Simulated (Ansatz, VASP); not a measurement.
## One calculation of Sr, two programs

The input INCAR:

```
SYSTEM = Sr
PREC = Accurate
ENCUT = 520
EDIFF = 1E-6
ISMEAR = -1
SIGMA = 0.08
LREAL = .False.
LASPH = .True.
NELM = 60
ALGO = Normal
ISIF = 2
LWAVE = .False.
LCHARG = .False.
GGA = PE
NBANDS = 11
```

File KPOINTS:

```
regular mesh
0
Gamma
  12 12 12
  0 0 0
```

Contents of POSCAR:

```
Sr
1.0
    0.0000000000      2.3135931038      2.3135931038
    2.3135931038      0.0000000000      2.3135931038
    2.3135931038      2.3135931038      0.0000000000
Sr
1
Direct
    0.0000000000      0.0000000000      0.0000000000
```

Input for Ansatz:

```yaml
crystal:
  lattice:
    - [0.0, 2.3135931038, 2.3135931038]
    - [2.3135931038, 0.0, 2.3135931038]
    - [2.3135931038, 2.3135931038, 0.0]
  atoms:
    - { symbol: Sr, position: [0.0, 0.0, 0.0] }
kpoints:
  mp_grid: { grid: [12, 12, 12] }
scf:
  occupations: { method: fermi_dirac, width: 0.08 }
hamiltonian:
  xc: pbe
  pseudopotentials: { kind: all_electron, datasets: crystal }
output:
  forces: true
  stress: true
  eigenvalues: true
```

Change from the starting cell: volume scaled by 0.45, crystal datasets.

Alike in both runs: task single point; functional PBE; k mesh 12 × 12 × 12; occupations fermi-dirac, width 0.08 eV; no spin polarisation.

|  | VASP | Ansatz |
| --- | --- | --- |
| version | VASP 6.6.1 | Ansatz 0.2.0 |
| potentials or method | VASP PAW PBE potentials, release 64 (Sr_sv), cutoff 520 eV | all-electron PAW with datasets made for the crystal, scalar-relativistic |

|  | VASP | Ansatz | Ansatz less VASP |
| --- | --- | --- | --- |
| pressure (GPa) | 29.1 | 28.7 | -0.36 |

Both programs put the cell under a high pressure, so it lies far from rest at this level. Ansatz ran all-electron here, and VASP with PAW potentials.
